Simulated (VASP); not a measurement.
A run of VASP 6.6.1:

INCAR

```
SYSTEM = ZnSe
PREC = Accurate
ENCUT = 500
EDIFF = 1E-6
ISMEAR = 0
SIGMA = 0.1
LREAL = .False.
LASPH = .True.
NELM = 120
ALGO = Normal
ISIF = 2
LWAVE = .False.
LCHARG = .False.
GGA = PS
NBANDS = 16
GGA_COMPAT = .False.
```

Contents of KPOINTS:

```
Automatic mesh
0
Gamma
  7 7 7
  0 0 0
```

Contents of POSCAR:

```
ZnSe
1.0
    0.0000000000      2.8338000000      2.8338000000
    2.8338000000      0.0000000000      2.8338000000
    2.8338000000      2.8338000000      0.0000000000
Se Zn
1 1
Direct
    0.7500000000      0.7500000000      0.7500000000
    0.0000000000      0.0000000000      0.0000000000
```

Potentials or basis: VASP PAW PBE potentials, release 64 (Se, Zn).

Launch:

```bash
$ cat potpaw_PBE.64/Se/POTCAR potpaw_PBE.64/Zn/POTCAR > POTCAR
$ mpirun -np 1 vasp_std > vasp.out
```

Hardware: 1 thread of AMD EPYC 7R43 64-Core Processor (Zen 3), with other jobs on the host.

Task: Estimate the wall time of this run.

Result: Run time: 32 s on 1 thread of AMD EPYC 7R43 64-Core Processor (Zen 3), with other jobs on the host, peak memory 0.14 GiB. Counts: scf iterations 12, k points 20.
